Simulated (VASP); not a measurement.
A run of VASP 6.6.1 is set up as follows.

File POSCAR:

```
CuO
1.0
    1.9909680000     -2.1535500000      0.0000000000
    1.9909680000      2.1535500000      0.0000000000
    0.0000000000      0.0000000000      5.1559280000
Cu O
2 2
Direct
    0.0000000000      0.5000000000      0.0000000000
    0.5000000000      0.0000000000      0.5000000000
    0.5000000000      0.5000000000      0.2500000000
    0.5000000000      0.5000000000      0.7500000000
```

The input INCAR.step1:

```
SYSTEM = CuO
PREC = Accurate
ENCUT = 520
ISMEAR = 0
SIGMA = 0.1
LREAL = .FALSE.
LASPH = .TRUE.
NELM = 150
ISPIN = 2
MAGMOM = 1 1 0 0
LMAXMIX = 4
NBANDS = 29
GGA = PE
ALGO = Normal
EDIFF = 1E-4
LWAVE = .TRUE.
LCHARG = .FALSE.
```

INCAR.step2

```
SYSTEM = CuO
PREC = Accurate
ENCUT = 520
EDIFF = 1E-7
ISMEAR = 0
SIGMA = 0.1
LREAL = .FALSE.
LASPH = .TRUE.
NELM = 150
ALGO = Normal
ISIF = 2
LWAVE = .FALSE.
LCHARG = .FALSE.
ISPIN = 2
MAGMOM = 1 1 0 0
LORBIT = 11
LMAXMIX = 4
METAGGA = R2SCAN
LMIXTAU = .TRUE.
NBANDS = 29
ISTART = 1
```

Contents of KPOINTS:

```
regular mesh
0
G
  6 6 4
  0 0 0
```

Potentials or basis: VASP PAW PBE potentials, release 64 (Cu, O).

Command:

```bash
$ cat potpaw_PBE.64/Cu/POTCAR potpaw_PBE.64/O/POTCAR > POTCAR
$ cp INCAR.step1 INCAR
$ mpirun -np 1 vasp_std > vasp.out
$ cp INCAR.step2 INCAR
$ mpirun -np 1 vasp_std > vasp.out
```

Problem. Estimate the net moment.

Solution. 0.00 μB per cell.

Problem. Estimate the band gap on the k mesh.

Solution. Zero (filled and empty bands overlap).

Stress tensor (GPa, compression positive):
```
-3.43  0.00  0.00
 0.00 -4.54  0.00
 0.00  0.00 -4.23
```

Caveat: the cell stands under tension; the PAW data sets were made with another functional, which shifts forces and pressure a little; semilocal functionals often make such compounds metallic where correlation or magnetic order opens a gap, which also shifts bond lengths. With open d or f shells a metallic result of r2SCAN can be an artefact of self-interaction; +U or a hybrid may open a gap.
